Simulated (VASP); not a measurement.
Set up this calculation in VASP 6.6.1, as the native input.

```yaml
Task: single point
Functional: PBE
Potentials_or_basis: VASP PAW PBE potentials, release 64 (Si, C)
Cutoff: 600 eV
k_mesh: 10 × 10 × 3
Occupations: gaussian, width 0.05 eV
Spin: no spin polarisation
Dipole_correction: no
Further_INCAR_settings: ALGO = Normal; EDIFF = 1e-06; NBANDS = 26
```

The structure of SiC lies in POSCAR:

```
SiC
1.0
   -3.0759982064      0.0000000000      0.0000000000
   -1.5379991032     -2.6638925888      0.0000000000
    0.0000000000      0.0000000000     11.0960000000
Si C
4 4
Direct
    0.3333333333      0.3333333333      0.5948323720
    0.3333333333      0.3333333333      0.1398936554
    0.6666666667      0.6666666667      0.8223017304
    0.6666666667      0.6666666667      0.3673630137
    0.3333333333      0.3333333333      0.7699837779
    0.3333333333      0.3333333333      0.3150450613
    0.6666666667      0.6666666667      0.0875757030
    0.6666666667      0.6666666667      0.5425144196
```

One way to write it, as run:

INCAR

```
ALGO = Normal
EDIFF = 1E-6
ENCUT = 600
GGA = PE
GGA_COMPAT = F
ISIF = 2
ISMEAR = 0
LASPH = T
LCHARG = F
LREAL = F
LWAVE = F
NBANDS = 26
NELM = 120
PREC = Accurate
SIGMA = 0.05
```

KPOINTS

```
k-points
0
Gamma
  10 10 3
```

Potentials or basis: VASP PAW PBE potentials, release 64 (Si, C).

Launch:

```sh
$ cat potpaw_PBE.64/Si/POTCAR potpaw_PBE.64/C/POTCAR > POTCAR
$ mpirun -np 1 vasp_std > vasp.out
```

Results of the run:

The pressure is -0.7 GPa, the largest force is 1.904 eV/Å and the band gap on the k mesh is 1.05 eV, indirect (least direct gap 1.91 eV).

Caveat: forces of over 1 eV/Å act on the atoms, so gaps and moduli don't describe the material at rest.

Run time: 77 s on 1 thread of AMD EPYC 9R45 96-Core Processor (Zen 5) (shared host), peak memory 0.24 GiB.
